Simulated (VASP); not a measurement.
Pt:

```
CELL_PARAMETERS angstrom
0.00000 1.96090 1.96090
1.96090 0.00000 1.96090
1.96090 1.96090 0.00000
ATOMIC_POSITIONS crystal
Pt 0.00000 0.00000 0.00000
```

- Program: VASP 6.6.1
- Task: relaxation of cell and atoms
- Functional: RPBE
- Potentials or basis: VASP PAW PBE potentials, release 64 (Pt)
- Cutoff: 600 eV
- k mesh: 12 × 12 × 12
- Occupations: fermi-dirac, width 0.05 eV
- Spin: no spin polarisation

At the start: pressure 14.1 GPa; volume 15.08 Å³/atom.

How do energy, volume and symmetry change on relaxing?

Over 4 steps the energy falls by 33.7 meV/atom and the volume is 15.90 Å³/atom (+5.4 %); space group Fm-3m (No. 225, to 0.05 Å).

Step by step:
```csv
step,energy change (eV),largest force (eV/Å),pressure (GPa),volume (Å³)
1,0.0000,0.0000,14.06,15.08
2,0.1386,0.0000,-21.02,18.16
3,-0.0336,0.0000,-0.65,15.94
4,-0.0337,0.0000,-0.07,15.90
```

Final structure:
```xyz
1
Lattice="0.0000 1.9958 1.9958 1.9958 0.0000 1.9958 1.9958 1.9958 0.0000" Properties=species:S:1:pos:R:3 pbc="T T T"
Pt    0.0000    0.0000    0.0000
```

Caveat: the PAW data sets were made with another functional, which shifts forces and pressure a little.
